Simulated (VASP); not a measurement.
# P (Pm-3m) in VASP: a series of runs

P is run at these levels: PBE+D3(BJ); tasks: single point.

Program: VASP 6.6.1. These are calculated values, not measurements. Logs are shortened: lines on timing, memory, paths and dates and some standing lists are left out, and cuts for length are marked.

**1. The cell of the first run**

Symmetry: Pm-3m, No. 221, cubic system. The conventional cell has a = 2.251 Å, b = 2.251 Å, c = 2.251 Å, α = 90.00°, β = 90.00°, γ = 90.00°. Within 3.0 Å of P (site symmetry m-3m) lie 6 P at 2.25 Å.

**2. Single point, PBE+D3(BJ)**

Input file INCAR:

```
PREC = Accurate
ENCUT = 520
EDIFF = 1E-6
ISMEAR = 0
SIGMA = 0.1
LREAL = F
LASPH = T
NELM = 60
ALGO = Normal
ISIF = 2
LWAVE = F
LCHARG = F
GGA = PE
IVDW = 12
NBANDS = 8
```

Input file KPOINTS:

```
Automatic mesh
0
Gamma
  18 18 18
```

Input file POSCAR:

```
P
1.0
    2.2507395689      0.0000000000      0.0000000000
    0.0000000000      2.2507395689      0.0000000000
    0.0000000000      0.0000000000      2.2507395689
P
1
Direct
    0.0000000000      0.0000000000      0.0000000000
```

Potentials or basis: VASP PAW PBE potentials, release 64 (P).

Command:

```console
$ cat potpaw_PBE.64/P/POTCAR > POTCAR
$ mpirun -np 1 vasp_std > vasp.out
```

OUTCAR:

```text
PREC = Accurate
   ENCUT = 520
   EDIFF = 1E-6
   ISMEAR = 0
   LREAL = F
   LASPH = T
   NELM = 60
   ISIF = 2
   GGA = PE
   IVDW = 12
 IVDW          = 12

 ion  position               nearest neighbor table
   1  0.000  0.000  0.000-

  LATTYP: Found a simple cubic cell.
 ALAT       =     2.2507395689

  Lattice vectors:

 A1 = (   2.2507395689,   0.0000000000,   0.0000000000)
 A2 = (   0.0000000000,   2.2507395689,   0.0000000000)
 A3 = (   0.0000000000,   0.0000000000,   2.2507395689)

Analysis of symmetry for initial positions (statically):
=====================================================================
 Subroutine PRICEL returns:
 Original cell was already a primitive cell.

 Routine SETGRP: Setting up the symmetry group for a
 simple cubic supercell.

 Subroutine GETGRP returns: Found 48 space group operations
 (whereof 48 operations were pure point group operations)
 out of a pool of 48 trial point group operations.

The static configuration has the point symmetry O_h .

Analysis of symmetry for dynamics (positions and initial velocities):
=====================================================================
 Subroutine PRICEL returns:
 Original cell was already a primitive cell.

 Routine SETGRP: Setting up the symmetry group for a
 simple cubic supercell.

 Subroutine GETGRP returns: Found 48 space group operations
 (whereof 48 operations were pure point group operations)
 out of a pool of 48 trial point group operations.

The dynamic configuration has the point symmetry O_h .

 Subroutine INISYM returns: Found 48 space group operations
 (whereof 48 operations are pure point group operations),
 and found     1 'primitive' translations

----------------------------------------------------------------------------------------

                                     Primitive cell

  volume of cell :      11.4019

  direct lattice vectors                    reciprocal lattice vectors
     2.250739569  0.000000000  0.000000000     0.444298405  0.000000000  0.000000000
     0.000000000  2.250739569  0.000000000     0.000000000  0.444298405  0.000000000
     0.000000000  0.000000000  2.250739569     0.000000000  0.000000000  0.444298405

  length of vectors
     2.250739569  2.250739569  2.250739569     0.444298405  0.444298405  0.444298405

  position of ions in fractional coordinates (direct lattice)
     0.000000000  0.000000000  0.000000000

  ion indices of the primitive-cell ions
   primitive index   ion index
                 1           1

----------------------------------------------------------------------------------------

 KPOINTS: Automatic mesh

Automatic generation of k-mesh.
 Grid dimensions read from file:
 generate k-points for:   18   18   18

 Generating k-lattice:

  Cartesian coordinates                     Fractional coordinates (reciprocal lattice)
     0.024683245  0.000000000  0.000000000     0.055555556  0.000000000  0.000000000
     0.000000000  0.024683245  0.000000000     0.000000000  0.055555556  0.000000000
     0.000000000  0.000000000  0.024683245     0.000000000  0.000000000  0.055555556

  Length of vectors
     0.024683245  0.024683245  0.024683245

  Shift w.r.t. Gamma in fractional coordinates (k-lattice)
     0.000000000  0.000000000  0.000000000

 Subroutine IBZKPT returns following result:
 ===========================================

 Found    220 irreducible k-points:

 Following reciprocal coordinates:
            Coordinates               Weight
  0.000000  0.000000  0.000000      1.000000
  0.055556  0.000000  0.000000      6.000000
  0.111111  0.000000  0.000000      6.000000
  0.166667  0.000000  0.000000      6.000000
  0.222222  0.000000  0.000000      6.000000
  0.277778  0.000000  0.000000      6.000000
[... 16 lines left out ...]
  0.277778  0.111111  0.000000     24.000000
  0.333333  0.111111  0.000000     24.000000
 [... further k-points ...]
   k-points           NKPTS =    220   k-points in BZ     NKDIM =    220   number of bands    NBANDS=      8
   number of dos      NEDOS =    301   number of ions     NIONS =      1
   total plane-waves  NPLWV =   5832
   dimension x,y,z NGX =    18 NGY =   18 NGZ =   18
   dimension x,y,z NGXF=    36 NGYF=   36 NGZF=   36
   ions per type =               1
   NGX,Y,Z   is equivalent  to a cutoff of  13.30, 13.30, 13.30 a.u.
   NGXF,Y,Z  is equivalent  to a cutoff of  26.59, 26.59, 26.59 a.u.
 SYSTEM =  unknown system
   PREC   = accura    normal or accurate (medium, high low for compatibility)
   ISTART =      0    job   : 0-new  1-cont  2-samecut
   ICHARG =      2    charge: 1-file 2-atom 10-const
   ISPIN  =      1    spin polarized calculation?
   LNONCOLLINEAR =      F non collinear calculations
   LSORBIT =      F    spin-orbit coupling
   LASPH  =      T    aspherical Exc in radial PAW
   ENCUT  =  520.0 eV  38.22 Ry    6.18 a.u.   4.18  4.18  4.18*2*pi/ulx,y,z
   NELM   =     60;   NELMIN=  2; NELMDL= -5     # of ELM steps
   EDIFF  = 0.1E-05   stopping-criterion for ELM
   LREAL  =      F    real-space projection
   EDIFFG = 0.1E-04   stopping-criterion for IOM
   NSW    =      0    number of steps for IOM
   IBRION =     -1    ionic relax: 0-MD 1-quasi-New 2-CG
   NFREE  =      0    steps in history (QN), initial steepest desc. (CG)
   ISIF   =      2    stress and relaxation
   ISYM   =      2    0-nonsym 1-usesym 2-fastsym
   POTIM  = 0.5000    time-step for ionic-motion
   TEBEG  =    0.0;   TEEND  =   0.0 temperature during run
   PSTRESS=    0.0 pullay stress
   NELECT =       5.0000    total number of electrons
   NUPDOWN=      -1.0000    fix difference up-down
   EMIN   =  10.00;   EMAX   =-10.00  energy-range for DOS
   EFERMI =   0.00;   METHOD = LEGACY
   ISMEAR =     0;   SIGMA  =   0.10  broadening in eV -4-tet -1-fermi 0-gaus
   EFERMI_NEDOS =   21; number of points for ismear=-14 and -15
   IALGO  =     38    algorithm
   IMIX   =      4    mixing-type and parameters
     AMIX     =   0.40;   BMIX     =  1.00
     AMIX_MAG =   1.60;   BMIX_MAG =  1.00
  volume/ion in A,a.u.               =      11.40        76.94
  Fermi-wavevector in a.u.,A,eV,Ry     =   1.243769  2.350382 21.047673  1.546960
  Thomas-Fermi vector in A             =   2.378065
   LORBIT       =      0    0 simple, 1 ext, 2 COOP (PROOUT), +10 PAW based schemes
   GGA     = PE    functional components
   LHFCALC =     F    Hartree Fock is set to
   AEXX    =    0.0000 exact exchange contribution
   IVDW    =    12    specifies the selected vdW correction
   LEPSILON=     F    determine dielectric tensor
   LRPA    =     F    only Hartree local field effects (RPA)
 non-spin polarized calculation
 Gauss-broadening in eV      SIGMA  =   0.10
  energy-cutoff  :      520.00
  volume of cell :       11.40
 maximum number of plane-waves:       320
 NGX is ok and might be reduce to    18
   NGX =  9   NGY =  9   NGZ =  9

 number of electron       4.9999999 magnetization

 Free energy of the ion-electron system (eV)
  ---------------------------------------------------
  ext. energy  EPLUGINS =         0.00000000
  ---------------------------------------------------
  free energy    TOTEN  =        -4.87907081 eV

  energy without entropy =       -4.87768146  energy(sigma->0) =       -4.87837613

 E-fermi :  13.3559     XC(G=0): -12.3888

 val. band max:       13.3496926097   @ k =   0.1667   0.1667   0.1667
 cond. band min:      13.3651772971   @ k =   0.3333   0.2222   0.2222
 fundamental gap:      0.0154846874
 Fermi energy:        13.3559130565

 k-point     1 :       0.0000    0.0000    0.0000
  band No.  band energies     occupation
      1      -5.7782      2.00000
      2      19.8799      0.00000
      3      19.8799      0.00000
      4      19.9677      0.00000
      5      19.9677      0.00000
      6      19.9677      0.00000
      7      30.9530      0.00000
      8      41.4743      0.00000

 k-point     2 :       0.0556    0.0000    0.0000
  band No.  band energies     occupation
      1      -5.6931      2.00000
      2      17.5523      0.00000
      3      19.9479      0.00000
      4      20.0372      0.00000
      5      20.0372      0.00000
      6      22.2017      0.00000
      7      31.2265      0.00000
      8      40.8190      0.00000

 k-point     3 :       0.1111    0.0000    0.0000
  band No.  band energies     occupation
      1      -5.4380      2.00000
      2      15.1805      0.00000
      3      20.1493      0.00000
      4      20.2449      0.00000
      5      20.2449      0.00000
      6      24.2557      0.00000
      7      32.0698      0.00000
      8      39.2658      0.00000

 k-point     4 :       0.1667    0.0000    0.0000
  band No.  band energies     occupation
      1      -5.0144      2.00000
      2      12.8652      2.00000
      3      20.4758      0.00000
      4      20.5882      0.00000
      5      20.5882      0.00000
      6      25.9791      0.00000
      7      33.4793      0.00000
      8      37.3788      0.00000

 k-point     5 :       0.2222    0.0000    0.0000
  band No.  band energies     occupation
      1      -4.4253      2.00000
      2      10.6425      2.00000
      3      20.9114      0.00000
      4      21.0617      0.00000
      5      21.0617      0.00000
      6      27.3915      0.00000
      7      35.2551      0.00000
      8      35.4437      0.00000

 k-point     6 :       0.2778    0.0000    0.0000
  band No.  band energies     occupation
      1      -3.6759      2.00000
      2       8.5378      2.00000
      3      21.4285      0.00000
      4      21.6540      0.00000
      5      21.6540      0.00000
      6      28.6184      0.00000
      7      33.5892      0.00000
      8      33.5892      0.00000

 k-point     7 :       0.3333    0.0000    0.0000
  band No.  band energies     occupation
      1      -2.7764      2.00000
      2       6.5742      2.00000
      3      21.9815      0.00000
      4      22.3417      0.00000
      5      22.3417      0.00000
      6      29.7719      0.00000
      7      31.8911      0.00000
      8      31.8911      0.00000

 k-point     8 :       0.3889    0.0000    0.0000
  band No.  band energies     occupation
      1      -1.7522      2.00000
      2       4.7852      2.00000
      3      22.4990      0.00000
      4      23.0704      0.00000
      5      23.0704      0.00000
      6      30.4287      0.00000
      7      30.4287      0.00000
      8      30.8902      0.00000

 k-point     9 :       0.4444    0.0000    0.0000
  band No.  band energies     occupation
      1      -0.6944      2.00000
      2       3.2667      2.00000
      3      22.8811      0.00000
      4      23.7085      0.00000
      5      23.7085      0.00000
      6      29.3464      0.00000
      7      29.3464      0.00000
      8      31.8904      0.00000

 k-point    10 :       0.5000    0.0000    0.0000
  band No.  band energies     occupation
      1      -0.0789      2.00000
      2       2.4972      2.00000
      3      23.0242      0.00000
      4      23.9876      0.00000
      5      23.9876      0.00000
      6      28.9185      0.00000
      7      28.9185      0.00000
      8      32.3791      0.00000
[... 78 lines left out ...]
 k-point    18 :       0.4444    0.0556    0.0000
  band No.  band energies     occupation
      1      -0.6102      2.00000
      2       3.3447      2.00000
      3      21.2549      0.00000
      4      23.7741      0.00000
      5      25.1085      0.00000
      6      27.9172      0.00000
      7      29.4138      0.00000
      8      32.6634      0.00000

 k-point    19 :       0.5000    0.0556    0.0000
  band No.  band energies     occupation
      1       0.0059      2.00000
      2       2.5750      2.00000
      3      21.4661      0.00000
      4      24.0526      0.00000
      5      25.3849      0.00000
      6      27.4541      0.00000
      7      28.9867      0.00000
      8      33.0995      0.00000

 k-point    20 :       0.1111    0.1111    0.0000
  band No.  band energies     occupation
      1      -5.0981      2.00000
      2      14.7977      0.00000
      3      16.3721      0.00000
      4      20.5213      0.00000
      5      22.8078      0.00000
      6      26.2547      0.00000
      7      32.7421      0.00000
      8      36.8959      0.00000

 k-point    21 :       0.1667    0.1111    0.0000
  band No.  band energies     occupation
      1      -4.6751      2.00000
      2      13.0115      2.00000
      3      16.2251      0.00000
      4      20.8636      0.00000
      5      23.3613      0.00000
      6      27.9526      0.00000
      7      33.2201      0.00000
      8      35.5574      0.00000

 k-point    22 :       0.2222    0.1111    0.0000
  band No.  band energies     occupation
      1      -4.0867      2.00000
      2      10.8877      2.00000
      3      16.6282      0.00000
      4      21.3355      0.00000
      5      23.8909      0.00000
      6      29.3234      0.00000
      7      32.2935      0.00000
      8      35.6775      0.00000

 k-point    23 :       0.2778    0.1111    0.0000
  band No.  band energies     occupation
      1      -3.3382      2.00000
      2       8.8190      2.00000
      3      17.2060      0.00000
      4      21.9258      0.00000
      5      24.4546      0.00000
      6      29.6807      0.00000
      7      31.4663      0.00000
      8      33.8342      0.00000

 k-point    24 :       0.3333    0.1111    0.0000
  band No.  band energies     occupation
      1      -2.4396      2.00000
      2       6.8728      2.00000
      3      17.8856      0.00000
      4      22.6108      0.00000
      5      25.0070      0.00000
      6      28.4943      0.00000
      7      32.1155      0.00000
      8      32.1448      0.00000

 [... further k-points ...]

------------------------ aborting loop because EDIFF is reached ----------------------------------------

 Edisp (eV)   -0.62007

 E8    (eV) :    -0.2334

  FORCE on cell =-STRESS in cart. coord.  units (eV):
  Direction    XX          YY          ZZ          XY          YZ          ZX
  --------------------------------------------------------------------------------------
  -------------------------------------------------------------------------------------
  Total       2.79501     2.79501     2.79501    -0.00000    -0.00000     0.00000
  in kB     392.75212   392.75212   392.75212    -0.00000    -0.00000     0.00000
  external pressure =      392.75 kB  Pullay stress =        0.00 kB

 VOLUME and BASIS-vectors are now :
 -----------------------------------------------------------------------------
  energy-cutoff  :      520.00
  volume of cell :       11.40
      direct lattice vectors                 reciprocal lattice vectors
     2.250739569  0.000000000  0.000000000     0.444298405  0.000000000  0.000000000
     0.000000000  2.250739569  0.000000000     0.000000000  0.444298405  0.000000000
     0.000000000  0.000000000  2.250739569     0.000000000  0.000000000  0.444298405

 POSITION                                       TOTAL-FORCE (eV/Angst)
 -----------------------------------------------------------------------------------
      0.00000      0.00000      0.00000         0.000000      0.000000      0.000000
 -----------------------------------------------------------------------------------
    total drift:                               -0.000000      0.000000      0.000000

  FREE ENERGIE OF THE ION-ELECTRON SYSTEM (eV)
  ---------------------------------------------------
  free  energy   TOTEN  =        -5.4991411485 eV

  energy  without entropy=       -5.4977518029  energy(sigma->0) =       -5.49844648
```

Run time: 9.6 s. Hardware: 1 thread of Intel Xeon Platinum 8488C (Sapphire Rapids), shared host; peak memory 0.13 GiB.

Results:

```yaml
Free_energy: -5.4991 eV
Pressure: 39.3 GPa
Dispersion_energy_per_atom: -0.620 eV
```

Levels at points of the mesh, in eV from the Fermi level:
```tsv
k point	band 1	band 2	band 3	band 4	band 5	band 6	band 7
(0.00, 0.00, 0.00)	-19.13	6.52	6.52	6.61	6.61	6.61	17.60
(0.50, 0.00, 0.00)	-13.43	-10.86	9.67	10.63	10.63	15.56	15.56
(0.50, 0.50, 0.00)	-7.07	-6.43	-6.43	-0.57	14.50	18.72	18.72
(0.50, 0.50, 0.50)	-2.31	-2.31	-2.31	1.78	3.87	3.87	3.87
```

Caveat: pairwise dispersion overbinds metals, which lowers pressure and volume.

[end of part 1 of 2]
